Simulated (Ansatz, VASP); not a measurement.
**PtS2: VASP beside Ansatz**

The input POSCAR:

```
PtS2
1.0
    3.5526240046      0.0000000000      0.0000000000
   -1.7763120023      3.0766626381      0.0000000000
    0.0000000000      0.0000000000      5.1228330609
Pt S
1 2
Direct
    0.0000000000      0.0000000000      0.0000000000
    0.3333333333      0.6666666667      0.2392541205
    0.6666666667      0.3333333333      0.7607458795
```

File INCAR.step1:

```
  PREC = Accurate
  ENCUT = 400
  EDIFF = 1E-5
  ISMEAR = 0
  SIGMA = 0.01
  LREAL = False
  LASPH = True
  NELM = 120
  ALGO = Normal
  ISIF = 2
  LWAVE = True
  GGA = PE
  NBANDS = 18
  GGA_COMPAT = False
```

File INCAR.step2:

```
  PREC = Accurate
  ENCUT = 400
  EDIFF = 1E-6
  ISMEAR = 0
  SIGMA = 0.01
  LREAL = False
  LASPH = True
  NELM = 120
  ALGO = Normal
  ISIF = 2
  LWAVE = False
  LCHARG = True
  GGA = PE
  LHFCALC = True
  AEXX = 0.25
  PRECFOCK = Normal
  LELF = True
  LVHAR = True
  ISTART = 1
  NBANDS = 18
  GGA_COMPAT = False
```

File KPOINTS:

```
Automatic mesh
0
Gamma
  6 6 4
```

Input for Ansatz:

```yaml
crystal:
  lattice:
    - [3.5526240046, 0.0, 0.0]
    - [-1.7763120023, 3.0766626381, 0.0]
    - [0.0, 0.0, 5.1228330609]
  atoms:
    - { symbol: Pt, position: [0.0, 0.0, 0.0] }
    - { symbol: S, position: [0.3333333333, 0.6666666667, 0.2392541205] }
    - { symbol: S, position: [0.6666666667, 0.3333333333, 0.7607458795] }
kpoints:
  mp_grid: { grid: [6, 6, 4] }
  band_path:
    path:
      - [0.0, 0.0, 0.0]
      - [0.5, 0.0, 0.0]
      - [0.3333333333, 0.3333333333, 0.0]
      - [0.0, 0.0, 0.5]
      - [0.5, 0.0, 0.5]
      - [0.3333333333, 0.3333333333, 0.5]
      - [0.0, 0.169271, 0.1875]
      - [0.0, 0.28125, 0.299479]
      - [0.0, 0.25, 0.3333333333]
    npoints: 1
hamiltonian:
  xc: pbe0
scf:
  occupations: { method: fixed }
  n_extra_bands: 4
output:
  forces: true
  stress: true
  eigenvalues: true
  write_density: true
  write_potential: true
  elf: true
  volumetric_format: npy
```

Alike in both runs: task single point; functional PBE0; k mesh 6 × 6 × 4; no spin polarisation.

|  | VASP | Ansatz |
| --- | --- | --- |
| version | VASP 6.6.1 | Ansatz 0.2.0 |
| potentials or method | VASP PAW PBE potentials, release 64 (Pt, S) | plane waves, PAW |
| plane-wave cutoff (eV) | 400 | 420 |
| occupations | gaussian, width 0.01 eV | fixed |
| valence electrons in the cell | 22 | 30 |

|  | VASP | Ansatz | Ansatz less VASP |
| --- | --- | --- | --- |
| gap on the k mesh at the Fermi level (eV) | 2.08 | 2.07 | -0.007 |
| pressure (GPa) | -1.5 | -1.0 | +0.48 |
| traceless stress, the component that is largest in VASP (GPa) | 0.98 | 0.90 | -0.083 |
| rms of the force components (eV/Å) | 0.194 | 0.181 | -0.0131 |

Atom by atom the forces differ by 0.013 eV/Å (rms over components). VASP's potentials hold 22 valence electrons a cell and Ansatz's 30, so a difference there can come from the potentials and not from the codes. Ansatz's warnings: stress exchange threshold loose, stress scf threshold loose.

Spin-orbit coupling is off throughout.
